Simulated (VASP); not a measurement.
Runs of VASP 6.6.1 on WS2. The structure is that of space group P-3m1 (No. 164), or close to it. The cells are those of the table. 

| level | potentials or basis | cell | k mesh | cutoff (eV) | gap on the mesh (eV) | largest force (eV/Å) |
| --- | --- | --- | --- | --- | --- | --- |
| PBE+D3(BJ) | VASP PAW PBE potentials, release 64 (W_sv, S) | a = 3.155, b = 3.155, c = 33.682 Å, angles 90.0, 90.0, 120.0°, 12 atoms | 7 × 7 × 1 | 520 | 1.15 | 0.01 |
| RPBE | VASP PAW PBE potentials, release 64 (W_sv, S) | a = 3.183, b = 3.183, c = 35.181 Å, angles 90.0, 90.0, 120.0°, 12 atoms | 7 × 7 × 1 | 520 | (a) | (c) |
| LDA | VASP PAW LDA potentials, release 64 (W_sv, S) | a = 3.183, b = 3.183, c = 35.181 Å, angles 90.0, 90.0, 120.0°, 12 atoms | 10 × 10 × 1 | 520 | 1.36 | 0.49 |
| PBE | VASP PAW PBE potentials, release 64 (W_sv, S) | a = 3.183, b = 3.183, c = 35.181 Å, angles 90.0, 90.0, 120.0°, 12 atoms | 10 × 10 × 1 | 520 | 1.44 | 0.23 |
| PBEsol | VASP PAW PBE potentials, release 64 (W_sv, S) | a = 3.146, b = 3.146, c = 34.633 Å, angles 90.0, 90.0, 120.0°, 12 atoms | 10 × 10 × 1 | 520 | (d) | 0.03 |
| revPBE | VASP PAW PBE potentials, release 64 (W_sv, S) | a = 3.183, b = 3.183, c = 35.181 Å, angles 90.0, 90.0, 120.0°, 12 atoms | 7 × 7 × 1 | 520 | 1.46 | 0.29 |
| PBE | VASP PAW PBE potentials, release 64 (W_sv, S) | a = 3.188, b = 3.188, c = 37.834 Å, angles 90.0, 90.0, 120.0°, 12 atoms | 10 × 10 × 1 | 500 | (b) | - |
| BLYP | VASP PAW PBE potentials, release 64 (W_sv, S) | a = 3.183, b = 3.183, c = 35.181 Å, angles 90.0, 90.0, 120.0°, 12 atoms | 7 × 7 × 1 | 520 | 1.42 | 0.70 |

Alike in all rows: task single point; no spin polarisation; smearing fermi-dirac 0.05 eV.

Q: Fill in the values left out.

A: (a) 1.47; (b) 1.83; (c) 0.32; (d) 1.34.

Caveats: spin-orbit coupling is left out, which moves the levels of the heavy elements; the PAW data sets were made with another functional, which shifts forces and pressure a little (some runs).

A k mesh can miss the band edges, and the runs leave out spin-orbit coupling on W.
